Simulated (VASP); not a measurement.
## Pd: single point with LDA

The system is Pd.

```
Pd
1.0
     0.00000    2.67441    2.67441
     2.67441    0.00000    2.67441
     2.67441    2.67441    0.00000
Pd
2
Direct
  0.00000 0.00000 0.00000
  0.25000 0.25000 0.25000
```

This isn't the form of Pd at room conditions, which is fcc.

```
Program             : VASP 6.6.1
Task                : single point
Functional          : LDA
Potentials or basis : VASP PAW LDA potentials, release 64 (Pd)
Cutoff              : 500 eV
k mesh              : 7 × 7 × 7
Occupations         : gaussian, width 0.05 eV
Spin                : no spin polarisation
```

```json
{
  "Pressure": "19.0 GPa",
  "Band gap on the k mesh": "zero (bands 10 and 11 overlap by 0.53 eV)"
}
```

Levels at points of the mesh, in eV from the Fermi level:
| k point | band 6 | band 7 | band 8 | band 9 | band 10 | band 11 | band 12 | band 13 | band 14 | band 15 |
| --- | --- | --- | --- | --- | --- | --- | --- | --- | --- | --- |
| (0.00, 0.00, 0.00) | -4.43 | -1.90 | -1.90 | -1.90 | -0.15 | -0.15 | 13.30 | 13.37 | 13.37 | 13.37 |

Run time: 8.7 s on 1 thread of Intel(R) Xeon(R) Platinum 8259CL CPU @ 2.50GHz (Skylake/Cascade Lake), on a shared host, peak memory 0.14 GiB.

Caveat: the cell stands under pressure.
